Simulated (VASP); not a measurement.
# Pd (P6_3/mmc) in VASP: a series of runs

Pd is run at these levels: LDA; tasks: single point.

Program: VASP 6.6.1. These are calculated values, not measurements. Logs are shortened: lines on timing, memory, paths and dates and some standing lists are left out, and cuts for length are marked.

## (1) The cell of the first run

It takes space group P6_3/mmc (No. 194, hexagonal). Conventional cell: a = 2.802 Å, b = 2.802 Å, c = 4.660 Å, α = 90.00°, β = 90.00°, γ = 120.00°. Within 3.7 Å of Pd (site symmetry -6m2) lie 12 Pd at 2.80 to 2.84 Å.

## (2) Single point, LDA

Contents of INCAR:

```
  PREC = Accurate
  ENCUT = 520
  EDIFF = 1E-6
  ISMEAR = -1
  SIGMA = 0.05
  LREAL = False
  LASPH = True
  NELM = 100
  ALGO = Normal
  ISIF = 2
  LWAVE = False
  LCHARG = False
  NBANDS = 17
```

Contents of KPOINTS:

```
Automatic mesh
0
Gamma
  11 11 6
```

Contents of POSCAR:

```
Pd
1.0
    2.8021004509      0.0000000000      0.0000000000
   -1.4010502255      2.4266901745      0.0000000000
    0.0000000000      0.0000000000      4.6595488139
Pd
2
Direct
    0.3333333333      0.6666666667      0.2500000000
    0.6666666667      0.3333333333      0.7500000000
```

Potentials or basis: VASP PAW LDA potentials, release 64 (Pd).

On the command line:

```sh
$ cat potpaw_LDA.64/Pd/POTCAR > POTCAR
$ mpirun -np 1 vasp_std > vasp.out
```

OUTCAR:

```text
PREC = Accurate
   ENCUT = 520
   EDIFF = 1E-6
   ISMEAR = -1
   LREAL = False
   LASPH = True
   NELM = 100
   ISIF = 2

 ion  position               nearest neighbor table
   1  0.333  0.667  0.250-   2 2.84   2 2.84   2 2.84   2 2.84   2 2.84   2 2.84
   2  0.667  0.333  0.750-   1 2.84   1 2.84   1 2.84   1 2.84   1 2.84   1 2.84

  LATTYP: Found a hexagonal cell.
 ALAT       =     2.8021004509
 C/A-ratio  =     1.6628771507

  Lattice vectors:

 A1 = (   2.8021004509,   0.0000000000,   0.0000000000)
 A2 = (  -1.4010502255,   2.4266901745,   0.0000000000)
 A3 = (   0.0000000000,   0.0000000000,   4.6595488139)

Analysis of symmetry for initial positions (statically):
=====================================================================
 Subroutine PRICEL returns:
 Original cell was already a primitive cell.

 Routine SETGRP: Setting up the symmetry group for a
 hexagonal supercell.

 Subroutine GETGRP returns: Found 24 space group operations
 (whereof 12 operations were pure point group operations)
 out of a pool of 24 trial point group operations.

The static configuration has the point symmetry D_3d.
 The point group associated with its full space group is D_6h.

Analysis of symmetry for dynamics (positions and initial velocities):
=====================================================================
 Subroutine PRICEL returns:
 Original cell was already a primitive cell.

 Routine SETGRP: Setting up the symmetry group for a
 hexagonal supercell.

 Subroutine GETGRP returns: Found 24 space group operations
 (whereof 12 operations were pure point group operations)
 out of a pool of 24 trial point group operations.

The dynamic configuration has the point symmetry D_3d.
 The point group associated with its full space group is D_6h.

 Subroutine INISYM returns: Found 24 space group operations
 (whereof 12 operations are pure point group operations),
 and found     1 'primitive' translations

----------------------------------------------------------------------------------------

                                     Primitive cell

  volume of cell :      31.6841

  direct lattice vectors                    reciprocal lattice vectors
     2.802100451  0.000000000  0.000000000     0.356875143  0.206041960  0.000000000
    -1.401050225  2.426690175  0.000000000     0.000000000  0.412083920  0.000000000
     0.000000000  0.000000000  4.659548814     0.000000000  0.000000000  0.214613054

  length of vectors
     2.802100451  2.802100451  4.659548814     0.412083920  0.412083920  0.214613054

  position of ions in fractional coordinates (direct lattice)
     0.333333333  0.666666667  0.250000000
     0.666666667  0.333333333  0.750000000

  ion indices of the primitive-cell ions
   primitive index   ion index
                 1           1
                 2           2

----------------------------------------------------------------------------------------

 KPOINTS: Automatic mesh

Automatic generation of k-mesh.
 Grid dimensions read from file:
 generate k-points for:   11   11    6

 Generating k-lattice:

  Cartesian coordinates                     Fractional coordinates (reciprocal lattice)
     0.032443195  0.018731087  0.000000000     0.090909091  0.000000000  0.000000000
     0.000000000  0.037462175  0.000000000     0.000000000  0.090909091  0.000000000
     0.000000000  0.000000000  0.035768842     0.000000000  0.000000000  0.166666667

  Length of vectors
     0.037462175  0.037462175  0.035768842

  Shift w.r.t. Gamma in fractional coordinates (k-lattice)
     0.000000000  0.000000000  0.000000000

 Subroutine IBZKPT returns following result:
 ===========================================

 Found     64 irreducible k-points:

 Following reciprocal coordinates:
            Coordinates               Weight
  0.000000  0.000000  0.000000      1.000000
  0.090909  0.000000  0.000000      6.000000
  0.181818  0.000000  0.000000      6.000000
  0.272727 -0.000000  0.000000      6.000000
  0.363636 -0.000000  0.000000      6.000000
  0.454545  0.000000  0.000000      6.000000
[... 16 lines left out ...]
  0.090909  0.090909  0.166667     12.000000
  0.181818  0.090909  0.166667     24.000000
 [... further k-points ...]
   k-points           NKPTS =     64   k-points in BZ     NKDIM =     64   number of bands    NBANDS=     17
   number of dos      NEDOS =    301   number of ions     NIONS =      2
   total plane-waves  NPLWV =  20736
   dimension x,y,z NGX =    24 NGY =   24 NGZ =   36
   dimension x,y,z NGXF=    48 NGYF=   48 NGZF=   72
   ions per type =               2
   NGX,Y,Z   is equivalent  to a cutoff of  14.24, 14.24, 12.84 a.u.
   NGXF,Y,Z  is equivalent  to a cutoff of  28.48, 28.48, 25.69 a.u.
 SYSTEM =  unknown system
   PREC   = accura    normal or accurate (medium, high low for compatibility)
   ISTART =      0    job   : 0-new  1-cont  2-samecut
   ICHARG =      2    charge: 1-file 2-atom 10-const
   ISPIN  =      1    spin polarized calculation?
   LNONCOLLINEAR =      F non collinear calculations
   LSORBIT =      F    spin-orbit coupling
   LASPH  =      T    aspherical Exc in radial PAW
   ENCUT  =  520.0 eV  38.22 Ry    6.18 a.u.   5.21  5.21  8.66*2*pi/ulx,y,z
   NELM   =    100;   NELMIN=  2; NELMDL= -5     # of ELM steps
   EDIFF  = 0.1E-05   stopping-criterion for ELM
   LREAL  =      F    real-space projection
   EDIFFG = 0.1E-04   stopping-criterion for IOM
   NSW    =      0    number of steps for IOM
   IBRION =     -1    ionic relax: 0-MD 1-quasi-New 2-CG
   NFREE  =      0    steps in history (QN), initial steepest desc. (CG)
   ISIF   =      2    stress and relaxation
   ISYM   =      2    0-nonsym 1-usesym 2-fastsym
   POTIM  = 0.5000    time-step for ionic-motion
   TEBEG  =    0.0;   TEEND  =   0.0 temperature during run
   PSTRESS=    0.0 pullay stress
   NELECT =      20.0000    total number of electrons
   NUPDOWN=      -1.0000    fix difference up-down
   EMIN   =  10.00;   EMAX   =-10.00  energy-range for DOS
   EFERMI =   0.00;   METHOD = LEGACY
   ISMEAR =    -1;   SIGMA  =   0.05  broadening in eV -4-tet -1-fermi 0-gaus
   EFERMI_NEDOS =   21; number of points for ismear=-14 and -15
   IALGO  =     38    algorithm
   IMIX   =      4    mixing-type and parameters
     AMIX     =   0.40;   BMIX     =  1.00
     AMIX_MAG =   1.60;   BMIX_MAG =  1.00
  volume/ion in A,a.u.               =      15.84       106.91
  Fermi-wavevector in a.u.,A,eV,Ry     =   1.404335  2.653809 26.832840  1.972158
  Thomas-Fermi vector in A             =   2.526907
   LORBIT       =      0    0 simple, 1 ext, 2 COOP (PROOUT), +10 PAW based schemes
   GGA     = CA    functional components
   LHFCALC =     F    Hartree Fock is set to
   AEXX    =    0.0000 exact exchange contribution
   IVDW    =     0    specifies the selected vdW correction
   LEPSILON=     F    determine dielectric tensor
   LRPA    =     F    only Hartree local field effects (RPA)
 non-spin polarized calculation
  energy-cutoff  :      520.00
  volume of cell :       31.68
 maximum number of plane-waves:       869
 NGX is ok and might be reduce to    24
   NGX = 11   NGY = 11   NGZ = 17

 number of electron      20.0000009 magnetization

 Free energy of the ion-electron system (eV)
  ---------------------------------------------------
  ext. energy  EPLUGINS =         0.00000000
  ---------------------------------------------------
  free energy    TOTEN  =       -12.71945625 eV

  energy without entropy =      -12.66998316  energy(sigma->0) =      -12.69471970

 E-fermi :   8.4245     XC(G=0): -13.0844

 val. band max:        8.4144599339   @ k =   0.4545   0.0909   0.0000
 cond. band min:       8.4306740639   @ k =   0.1818   0.1818   0.0000
 fundamental gap:      0.0162141300
 Fermi energy:         8.4244680149

 k-point     1 :       0.0000    0.0000    0.0000
  band No.  band energies     occupation
      1       1.7186      2.00000
      2       3.5805      2.00000
      3       5.7617      2.00000
      4       5.9461      2.00000
      5       5.9461      2.00000
      6       6.2641      2.00000
[... 9 lines left out ...]
     16      27.7388      0.00000
     17      29.7420      0.00000

 k-point     2 :       0.0909    0.0000    0.0000
  band No.  band energies     occupation
      1       1.9716      2.00000
      2       3.7573      2.00000
      3       5.6172      2.00000
      4       6.0610      2.00000
      5       6.1106      2.00000
      6       6.1978      2.00000
[... 9 lines left out ...]
     16      27.2467      0.00000
     17      28.2412      0.00000

 k-point     3 :       0.1818    0.0000    0.0000
  band No.  band energies     occupation
      1       2.6666      2.00000
      2       4.1441      2.00000
      3       5.3922      2.00000
      4       5.9365      2.00000
      5       5.9568      2.00000
      6       6.4910      2.00000
[... 9 lines left out ...]
     16      26.9773      0.00000
     17      27.5184      0.00000

 k-point     4 :       0.2727   -0.0000    0.0000
  band No.  band energies     occupation
      1       3.5180      2.00000
      2       4.2309      2.00000
      3       5.1138      2.00000
      4       5.5518      2.00000
      5       5.9240      2.00000
      6       6.3010      2.00000
[... 9 lines left out ...]
     16      25.4126      0.00000
     17      26.7066      0.00000
[... 343 lines left out ...]
      1       3.7370      2.00000
      2       3.8314      2.00000
      3       4.6523      2.00000
      4       5.4082      2.00000
      5       6.0950      2.00000
      6       6.5377      2.00000
[... 9 lines left out ...]
     16      21.8805      0.00000
     17      22.9864      0.00000

 k-point    23 :       0.0909    0.0909    0.1667
  band No.  band energies     occupation
      1       2.6564      2.00000
      2       4.1216      2.00000
      3       5.4365      2.00000
      4       5.8013      2.00000
      5       5.9401      2.00000
      6       6.2908      2.00000
[... 9 lines left out ...]
     16      26.9866      0.00000
     17      27.2609      0.00000

 k-point    24 :       0.1818    0.0909    0.1667
  band No.  band energies     occupation
      1       3.4172      2.00000
      2       4.4792      2.00000
      3       5.1929      2.00000
      4       5.3645      2.00000
      5       5.8036      2.00000
      6       6.2327      2.00000
[... 9 lines left out ...]
     16      25.6217      0.00000
     17      26.9005      0.00000

 [... further k-points ...]
[... 5 lines left out ...]
  --------------------------------------------------------------------------------------
  -------------------------------------------------------------------------------------
  Total       -3.5778065     -3.5778065     -3.4639911      0.0000000      0.0000000      0.0000000
  in kB     -180.9195622   -180.9195622   -175.1642428      0.0000000      0.0000000      0.0000000
  external PRESSURE =    -179.0011224 kB  Pullay stress =       0.0000000 kB

 VOLUME and BASIS-vectors are now :
 -----------------------------------------------------------------------------
  energy-cutoff  :      520.00
  volume of cell :       31.68
      direct lattice vectors                 reciprocal lattice vectors
     2.802100451  0.000000000  0.000000000     0.356875143  0.206041960  0.000000000
    -1.401050225  2.426690175  0.000000000     0.000000000  0.412083920  0.000000000
     0.000000000  0.000000000  4.659548814     0.000000000  0.000000000  0.214613054

 POSITION                                       TOTAL-FORCE (eV/Angst)
 -----------------------------------------------------------------------------------
     -0.00000      1.61779      1.16489         0.000000     -0.000000      0.000000
      1.40105      0.80890      3.49466        -0.000000      0.000000      0.000000
 -----------------------------------------------------------------------------------
    total drift:                               -0.000000      0.000000     -0.000000

  FREE ENERGIE OF THE ION-ELECTRON SYSTEM (eV)
  ---------------------------------------------------
  free  energy   TOTEN  =       -12.7194562461 eV

  energy  without entropy=      -12.6699831571  energy(sigma->0) =      -12.69471970
```

Run time: 9 s. Hardware: 1 thread of Intel Xeon 6975P-C (Granite Rapids), shared host; peak memory 0.15 GiB.

Results:

| Property | Result |
| --- | --- |
| Free energy | -12.7195 eV |
| Pressure | -17.9 GPa |
| Band gap on the k mesh | zero (band 10 reaches 8.55 eV, above the bottom of band 11 at 7.78 eV) |

Stress tensor (GPa, compression positive):
```
-18.09   0.00   0.00
  0.00 -18.09   0.00
  0.00   0.00 -17.52
```

## (3) Single point, LDA

This run uses another cell than the first one, of 16.15 Å³/atom, 1.020 times its volume.

Contents of INCAR:

```
SYSTEM = Pd
  PREC = Accurate
  ENCUT = 520
  EDIFF = 1E-6
  ISMEAR = -1
  SIGMA = 0.05
  LREAL = .FALSE.
  LASPH = .TRUE.
  NELM = 100
  ALGO = Normal
  ISIF = 2
  LWAVE = .FALSE.
  LCHARG = .FALSE.
  NBANDS = 17
```

Contents of KPOINTS:

```
Automatic mesh
0
G
  11 11 6
  0 0 0
```

Contents of POSCAR:

```
Pd
1.0
    2.8202964182      0.0000000000      0.0000000000
   -1.4101482091      2.4424483444      0.0000000000
    0.0000000000      0.0000000000      4.6898064722
Pd
2
Direct
    0.3333333333      0.6666666667      0.2500000000
    0.6666666667      0.3333333333      0.7500000000
```

Potentials or basis: VASP PAW LDA potentials, release 64 (Pd).

On the command line:

```sh
$ cat potpaw_LDA.64/Pd/POTCAR > POTCAR
$ mpirun -np 1 vasp_std > vasp.out
```

Run time: 8.9 s. Hardware: 1 thread of Intel Xeon 6975P-C (Granite Rapids), shared host; peak memory 0.15 GiB.

The run converged. Its results:

| Property | Result |
| --- | --- |
| Free energy | -12.6461 eV |
| Pressure | -20.0 GPa |
| Band gap on the k mesh | zero (band 10 reaches 8.24 eV, above the bottom of band 11 at 7.50 eV) |

Stress tensor (GPa, compression positive):
```
-20.21   0.00   0.00
  0.00 -20.21   0.00
  0.00   0.00 -19.66
```

Levels at points of the mesh, in eV from the Fermi level:
| k point | band 8 | band 9 | band 10 | band 11 | band 12 | band 13 |
| --- | --- | --- | --- | --- | --- | --- |
| (0.00, 0.00, 0.00) | -1.47 | -1.47 | -0.21 | -0.21 | 0.99 | 6.29 |
| (0.00, 0.00, 0.50) | -2.44 | -0.62 | -0.62 | -0.62 | -0.62 | 13.32 |

## (4) Single point, LDA

This run uses another cell than the first one, of 16.46 Å³/atom, 1.039 times its volume.

Contents of INCAR:

```
SYSTEM = Pd
ALGO = Normal
EDIFF = 1E-6
ENCUT = 520
ISIF = 2
ISMEAR = -1
LASPH = .TRUE.
LCHARG = .FALSE.
LREAL = .FALSE.
LWAVE = .FALSE.
NBANDS = 17
NELM = 100
PREC = Accurate
SIGMA = 0.05
```

Contents of KPOINTS:

```
k-points
0
G
  11 11 6
  0 0 0
```

Contents of POSCAR:

```
Pd
1.0
    2.8382605740      0.0000000000      0.0000000000
   -1.4191302870      2.4580057597      0.0000000000
    0.0000000000      0.0000000000      4.7196786564
Pd
2
Direct
    0.3333333333      0.6666666667      0.2500000000
    0.6666666667      0.3333333333      0.7500000000
```

On the command line:

```sh
$ cat potpaw_LDA.64/Pd/POTCAR > POTCAR
$ mpirun -np 1 vasp_std > vasp.out
```

It took 10 s on 1 thread of Intel Xeon 6975P-C (Granite Rapids), shared host; peak memory 0.15 GiB.

The run converged. Its results:

* Free energy: -12.5651 eV
* Pressure: -21.8 GPa
* Band gap on the k mesh: zero (band 10 reaches 7.95 eV, above the bottom of band 11 at 7.23 eV)

Stress tensor (GPa, compression positive):
```
-22.02   0.00   0.00
  0.00 -22.02   0.00
  0.00   0.00 -21.49
```

Levels at points of the mesh, in eV from the Fermi level:
| k point | band 8 | band 9 | band 10 | band 11 | band 12 | band 13 |
| --- | --- | --- | --- | --- | --- | --- |
| (0.00, 0.00, 0.00) | -1.43 | -1.43 | -0.21 | -0.21 | 1.04 | 6.16 |
| (0.00, 0.00, 0.50) | -2.37 | -0.60 | -0.60 | -0.60 | -0.60 | 13.17 |

## (5) The runs side by side

| cell | gap on the mesh (eV) | pressure (GPa) |
| --- | --- | --- |
| a = 2.802, b = 2.802, c = 4.660 Å, angles 90.0, 90.0, 120.0°, 2 atoms | none | -17.9 |
| a = 2.820, b = 2.820, c = 4.690 Å, angles 90.0, 90.0, 120.0°, 2 atoms | none | -20.0 |
| a = 2.838, b = 2.838, c = 4.720 Å, angles 90.0, 90.0, 120.0°, 2 atoms | none | -21.8 |

Alike in all rows: task single point; level LDA; potentials or basis VASP PAW LDA potentials, release 64 (Pd); no spin polarisation; k mesh 11 × 11 × 6; cutoff (eV) 520; smearing fermi-dirac 0.05 eV.

Absolute energies hang on the potentials; compare differences alone.
